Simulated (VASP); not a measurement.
A run of VASP 6.6.1 is set up as follows.

File POSCAR:

```
C
1.0
    2.4558081771      0.0000000000      0.0000000000
   -1.2279040885      2.1267922682      0.0000000000
    0.0000000000      0.0000000000      7.0364269094
C
4
Direct
    0.0000000000      0.0000000000      0.2500000000
    0.0000000000      0.0000000000      0.7500000000
    0.3333333333      0.6666666667      0.2500000000
    0.6666666667      0.3333333333      0.7500000000
```

The input INCAR.step1:

```
SYSTEM = C
PREC     = Accurate       ! precision mode
ENCUT    = 520            ! plane-wave cutoff, eV
ISMEAR   = 0              ! smearing method
SIGMA    = 0.1            ! smearing width, eV
LREAL    = .FALSE.        ! projectors in reciprocal space
LASPH    = .TRUE.         ! aspherical terms in the spheres
NELM     = 80             ! most SCF steps
NBANDS   = 16             ! bands
GGA      = PE             ! functional
ALGO     = Normal         ! electronic algorithm
EDIFF    = 1E-4           ! SCF threshold, eV
LWAVE    = .TRUE.         ! write WAVECAR
LCHARG   = .FALSE.        ! write CHGCAR
```

File INCAR.step2:

```
SYSTEM = C
PREC     = Accurate       ! precision mode
ENCUT    = 520            ! plane-wave cutoff, eV
EDIFF    = 1E-7           ! SCF threshold, eV
ISMEAR   = 0              ! smearing method
SIGMA    = 0.1            ! smearing width, eV
LREAL    = .FALSE.        ! projectors in reciprocal space
LASPH    = .TRUE.         ! aspherical terms in the spheres
NELM     = 80             ! most SCF steps
ALGO     = Normal         ! electronic algorithm
ISIF     = 2              ! what is computed and relaxed
LWAVE    = .FALSE.        ! write WAVECAR
LCHARG   = .FALSE.        ! write CHGCAR
METAGGA  = R2SCAN         ! meta-GGA
LMIXTAU  = .TRUE.       
NBANDS   = 16             ! bands
ISTART   = 1
```

File KPOINTS:

```
regular mesh
0
G
  18 18 6
  0 0 0
```

Potentials or basis: VASP PAW PBE potentials, release 64 (C).

Run with:

```sh
$ cat potpaw_PBE.64/C/POTCAR > POTCAR
$ cp INCAR.step1 INCAR
$ mpirun -np 1 vasp_std > vasp.out
$ cp INCAR.step2 INCAR
$ mpirun -np 1 vasp_std > vasp.out
```

Problem. Predict the band gap on the k mesh.

Solution. Zero (bands 8 and 9 overlap by 0.02 eV).

Problem. Estimate the pressure.

Solution. 0.7 GPa.

Stress tensor (GPa, compression positive):
```
 1.06  0.00  0.00
 0.00  1.06  0.00
 0.00  0.00 -0.06
```

Caveat: the PAW data sets were made with another functional, which shifts forces and pressure a little.
